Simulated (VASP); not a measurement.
# Ru (P6_3/mmc) in VASP: single point with PBEsol

Aim: the single point of Ru with PBEsol.

Everything below comes from runs of VASP 6.6.1. Logs are shortened: lines on timing, memory, paths and dates and some standing lists are left out, and cuts for length are marked.

## (1) The cell of the first run

The structure is hexagonal, space group P6_3/mmc (No. 194). The conventional cell has a = 2.690 Å, b = 2.690 Å, c = 4.251 Å, α = 90.00°, β = 90.00°, γ = 120.00°. Within 3.5 Å of Ru (site symmetry -6m2) lie 12 Ru at 2.63 to 2.69 Å.

## (2) Single point, PBEsol

INCAR reads:

```
PREC = Accurate
ENCUT = 520
EDIFF = 1E-7
ISMEAR = -1
SIGMA = 0.08
LREAL = F
LASPH = T
NELM = 80
ALGO = Normal
ISIF = 2
LWAVE = F
LCHARG = F
GGA = PS
NBANDS = 21
```

KPOINTS reads:

```
Automatic mesh
0
Gamma
  18 18 10
```

POSCAR reads:

```
Ru
1.0
    2.6902639026      0.0000000000      0.0000000000
   -1.3451319513      2.3298368826      0.0000000000
    0.0000000000      0.0000000000      4.2511254882
Ru
2
Direct
    0.3333333333      0.6666666667      0.2500000000
    0.6666666667      0.3333333333      0.7500000000
```

Potentials or basis: VASP PAW PBE potentials, release 64 (Ru_pv).

The run is started by

```sh
cat potpaw_PBE.64/Ru_pv/POTCAR > POTCAR
mpirun -np 1 vasp_std > vasp.out
```

OUTCAR:

```text
PREC = Accurate
   ENCUT = 520
   EDIFF = 1E-7
   ISMEAR = -1
   LREAL = F
   LASPH = T
   NELM = 80
   ISIF = 2
   GGA = PS

 ion  position               nearest neighbor table
   1  0.333  0.667  0.250-   2 2.63   2 2.63   2 2.63   2 2.63   2 2.63   2 2.63
   2  0.667  0.333  0.750-   1 2.63   1 2.63   1 2.63   1 2.63   1 2.63   1 2.63

  LATTYP: Found a hexagonal cell.
 ALAT       =     2.6902639026
 C/A-ratio  =     1.5801890231

  Lattice vectors:

 A1 = (   2.6902639026,   0.0000000000,   0.0000000000)
 A2 = (  -1.3451319513,   2.3298368826,   0.0000000000)
 A3 = (   0.0000000000,   0.0000000000,   4.2511254882)

Analysis of symmetry for initial positions (statically):
=====================================================================
 Subroutine PRICEL returns:
 Original cell was already a primitive cell.

 Routine SETGRP: Setting up the symmetry group for a
 hexagonal supercell.

 Subroutine GETGRP returns: Found 24 space group operations
 (whereof 12 operations were pure point group operations)
 out of a pool of 24 trial point group operations.

The static configuration has the point symmetry D_3d.
 The point group associated with its full space group is D_6h.

Analysis of symmetry for dynamics (positions and initial velocities):
=====================================================================
 Subroutine PRICEL returns:
 Original cell was already a primitive cell.

 Routine SETGRP: Setting up the symmetry group for a
 hexagonal supercell.

 Subroutine GETGRP returns: Found 24 space group operations
 (whereof 12 operations were pure point group operations)
 out of a pool of 24 trial point group operations.

The dynamic configuration has the point symmetry D_3d.
 The point group associated with its full space group is D_6h.

 Subroutine INISYM returns: Found 24 space group operations
 (whereof 12 operations are pure point group operations),
 and found     1 'primitive' translations

----------------------------------------------------------------------------------------

                                     Primitive cell

  volume of cell :      26.6455

  direct lattice vectors                    reciprocal lattice vectors
     2.690263903  0.000000000  0.000000000     0.371710745  0.214607299  0.000000000
    -1.345131951  2.329836883  0.000000000     0.000000000  0.429214598  0.000000000
     0.000000000  0.000000000  4.251125488     0.000000000  0.000000000  0.235231823

  length of vectors
[... 72 lines left out ...]
 SYSTEM =  unknown system
   PREC   = accura    normal or accurate (medium, high low for compatibility)
   ISTART =      0    job   : 0-new  1-cont  2-samecut
   ICHARG =      2    charge: 1-file 2-atom 10-const
   ISPIN  =      1    spin polarized calculation?
   LNONCOLLINEAR =      F non collinear calculations
   LSORBIT =      F    spin-orbit coupling
   LASPH  =      T    aspherical Exc in radial PAW
   ENCUT  =  520.0 eV  38.22 Ry    6.18 a.u.   5.00  5.00  7.90*2*pi/ulx,y,z
   NELM   =     80;   NELMIN=  2; NELMDL= -5     # of ELM steps
   EDIFF  = 0.1E-06   stopping-criterion for ELM
   LREAL  =      F    real-space projection
   EDIFFG = 0.1E-05   stopping-criterion for IOM
   NSW    =      0    number of steps for IOM
   IBRION =     -1    ionic relax: 0-MD 1-quasi-New 2-CG
   NFREE  =      0    steps in history (QN), initial steepest desc. (CG)
   ISIF   =      2    stress and relaxation
   ISYM   =      2    0-nonsym 1-usesym 2-fastsym
   POTIM  = 0.5000    time-step for ionic-motion
   TEBEG  =    0.0;   TEEND  =   0.0 temperature during run
   PSTRESS=    0.0 pullay stress
   NELECT =      28.0000    total number of electrons
   NUPDOWN=      -1.0000    fix difference up-down
   EMIN   =  10.00;   EMAX   =-10.00  energy-range for DOS
   EFERMI =   0.00;   METHOD = LEGACY
   ISMEAR =    -1;   SIGMA  =   0.08  broadening in eV -4-tet -1-fermi 0-gaus
   EFERMI_NEDOS =   21; number of points for ismear=-14 and -15
   IALGO  =     38    algorithm
   IMIX   =      4    mixing-type and parameters
     AMIX     =   0.40;   BMIX     =  1.00
     AMIX_MAG =   1.60;   BMIX_MAG =  1.00
  volume/ion in A,a.u.               =      13.32        89.91
  Fermi-wavevector in a.u.,A,eV,Ry     =   1.664381  3.145224 37.690368  2.770164
  Thomas-Fermi vector in A             =   2.750935
   LORBIT       =      0    0 simple, 1 ext, 2 COOP (PROOUT), +10 PAW based schemes
   GGA     = PS    functional components
   LHFCALC =     F    Hartree Fock is set to
   AEXX    =    0.0000 exact exchange contribution
   IVDW    =     0    specifies the selected vdW correction
   LEPSILON=     F    determine dielectric tensor
   LRPA    =     F    only Hartree local field effects (RPA)
 non-spin polarized calculation
  energy-cutoff  :      520.00
  volume of cell :       26.65
 maximum number of plane-waves:       738
 NGX is ok and might be reduce to    20
   NGX =  9   NGY =  9   NGZ = 15

 number of electron      27.9999997 magnetization

 Free energy of the ion-electron system (eV)
  ---------------------------------------------------
  ext. energy  EPLUGINS =         0.00000000
  ---------------------------------------------------
  free energy    TOTEN  =       -20.35846927 eV

  energy without entropy =      -20.32411106  energy(sigma->0) =      -20.34129017

 E-fermi :  13.0517     XC(G=0): -14.3977

 val. band max:       13.0411845481   @ k =   0.4444   0.1111   0.5000
 cond. band min:      13.0634584929   @ k =   0.2222   0.1111   0.1000
 fundamental gap:      0.0222739448
 Fermi energy:        13.0517358986

 k-point     1 :       0.0000    0.0000    0.0000
  band No.  band energies     occupation
      1     -30.6282      2.00000
      2     -29.6283      2.00000
      3     -29.6283      2.00000
      4     -29.4456      2.00000
      5     -29.4456      2.00000
      6     -29.4004      2.00000
[... 565 lines left out ...]
     20      23.3077      0.00000
     21      24.3390      0.00000

 [... further k-points ...]
[... 5 lines left out ...]
  --------------------------------------------------------------------------------------
  -------------------------------------------------------------------------------------
  Total       -0.0130507     -0.0130507     -0.0084713      0.0000000     -0.0000000      0.0000000
  in kB       -0.7847280     -0.7847280     -0.5093718      0.0000000     -0.0000000      0.0000000
  external PRESSURE =      -0.6929426 kB  Pullay stress =       0.0000000 kB

 VOLUME and BASIS-vectors are now :
 -----------------------------------------------------------------------------
  energy-cutoff  :      520.00
  volume of cell :       26.65
      direct lattice vectors                 reciprocal lattice vectors
     2.690263903  0.000000000  0.000000000     0.371710745  0.214607299  0.000000000
    -1.345131951  2.329836883  0.000000000     0.000000000  0.429214598  0.000000000
     0.000000000  0.000000000  4.251125488     0.000000000  0.000000000  0.235231823

 POSITION                                       TOTAL-FORCE (eV/Angst)
 -----------------------------------------------------------------------------------
     -0.00000      1.55322      1.06278        -0.000000      0.000000      0.000000
      1.34513      0.77661      3.18834         0.000000     -0.000000      0.000000
 -----------------------------------------------------------------------------------
    total drift:                               -0.000000      0.000000     -0.000000

  FREE ENERGIE OF THE ION-ELECTRON SYSTEM (eV)
  ---------------------------------------------------
  free  energy   TOTEN  =       -20.3584692712 eV

  energy  without entropy=      -20.3241110613  energy(sigma->0) =      -20.34129017
```

OSZICAR:

```text
N       E                     dE             d eps       ncg     rms          rms(c)
DAV:   1     0.285812477807E+03    0.28581E+03   -0.17558E+04  9348   0.149E+03
DAV:   2    -0.161854886920E+02   -0.30200E+03   -0.29273E+03  9549   0.446E+02
DAV:   3    -0.219053203693E+02   -0.57198E+01   -0.56884E+01 10884   0.690E+01
DAV:   4    -0.219471474983E+02   -0.41827E-01   -0.41773E-01 11923   0.564E+00
DAV:   5    -0.219476416089E+02   -0.49411E-03   -0.49085E-03 10572   0.538E-01    0.202E+01
DAV:   6    -0.204563325782E+02    0.14913E+01   -0.33027E+00 10969   0.177E+01    0.528E+00
DAV:   7    -0.203695871883E+02    0.86745E-01   -0.64409E-01 10619   0.560E+00    0.933E-01
DAV:   8    -0.203603672470E+02    0.92199E-02   -0.16586E-02 10264   0.121E+00    0.510E-01
DAV:   9    -0.203584567449E+02    0.19105E-02   -0.18082E-03 10702   0.466E-01    0.337E-02
DAV:  10    -0.203584698782E+02   -0.13133E-04   -0.73716E-05 10507   0.885E-02    0.197E-02
DAV:  11    -0.203584692564E+02    0.62171E-06   -0.55758E-06 10669   0.226E-02    0.140E-03
DAV:  12    -0.203584692712E+02   -0.14799E-07   -0.35381E-07 10337   0.528E-03
   1 F= -.20358469E+02 E0= -.20341290E+02  d E =-.343582E-01
```

stdout:

```text
POSCAR found type information on POSCAR Ru
 POSCAR found :  1 types and       2 ions
 scaLAPACK will be used
 -----------------------------------------------------------------------------
|                                                                             |
|                                                                             |
|     You enforced a specific xc type in the INCAR file but a different       |
|     I HOPE YOU KNOW WHAT YOU ARE DOING!                                     |
|                                                                             |
 -----------------------------------------------------------------------------

 LDA part: xc-table for (Slater+PW92), standard interpolation
 POSCAR, INCAR and KPOINTS ok, starting setup
 FFT: planning ... GRIDC
 FFT: planning ... GRID_SOFT
 FFT: planning ... GRID
 WAVECAR not read
 entering main loop
```

Wall time 56 s (1 thread of Intel Xeon Platinum 8488C (Sapphire Rapids), shared host); peak memory 0.21 GiB.

What came out:

| Quantity | Value |
| --- | --- |
| Free energy | -20.3585 eV |
| Pressure | -0.1 GPa |
| Band gap on the k mesh | zero (band 14 reaches 14.57 eV, above the bottom of band 15 at 11.35 eV) |

Levels at points of the mesh, in eV from the Fermi level:
| k point | band 12 | band 13 | band 14 | band 15 | band 16 | band 17 |
| --- | --- | --- | --- | --- | --- | --- |
| (0.00, 0.00, 0.00) | -1.97 | -1.97 | -1.44 | -1.44 | 1.23 | 1.23 |
| (0.50, 0.00, 0.00) | -1.87 | -1.56 | 1.48 | 1.91 | 2.00 | 4.16 |
| (0.00, 0.00, 0.50) | -2.86 | -2.80 | -2.80 | 0.57 | 0.57 | 0.57 |
| (0.50, 0.00, 0.50) | -1.10 | 0.44 | 0.44 | 1.74 | 1.74 | 3.44 |

Caveat: the PAW data sets were made with another functional, which shifts forces and pressure a little.
